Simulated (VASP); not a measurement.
Here is a VASP 6.6.1 calculation.

File INCAR:

```
PREC = Accurate ; ENCUT = 520
EDIFF = 1E-6 ; ISMEAR = 1
SIGMA = 0.05 ; LREAL = False
LASPH = True ; NELM = 100
ALGO = Normal ; ISIF = 2
LWAVE = False ; LCHARG = False
GGA = PS ; NBANDS = 11
```

KPOINTS

```
regular mesh
0
Gamma
  10 10 8
```

POSCAR

```
MgB2
1.0
    3.0850000000      0.0000000000      0.0000000000
   -1.5425000000      2.6716880000      0.0000000000
    0.0000000000      0.0000000000      3.5230000000
Mg B
1 2
Direct
    0.0000000000      0.0000000000      0.0000000000
    0.3333333333      0.6666666667      0.5000000000
    0.6666666667      0.3333333333      0.5000000000
```

Potentials or basis: VASP PAW PBE potentials, release 64 (Mg, B).

Command:

```sh
$ cat potpaw_PBE.64/Mg/POTCAR potpaw_PBE.64/B/POTCAR > POTCAR
$ mpirun -np 1 vasp_std > vasp.out
```

Task: What does it give for the pressure?

Result: -3.0 GPa.

Task: What does it give for the band gap on the k mesh?

Result: Zero (band 4 reaches 6.33 eV, above the bottom of band 5 at 3.86 eV).

Stress tensor (GPa, compression positive):
```
-2.76  0.00  0.00
 0.00 -2.76  0.00
 0.00  0.00 -3.50
```

Caveat: the PAW data sets were made with another functional, which shifts forces and pressure a little.
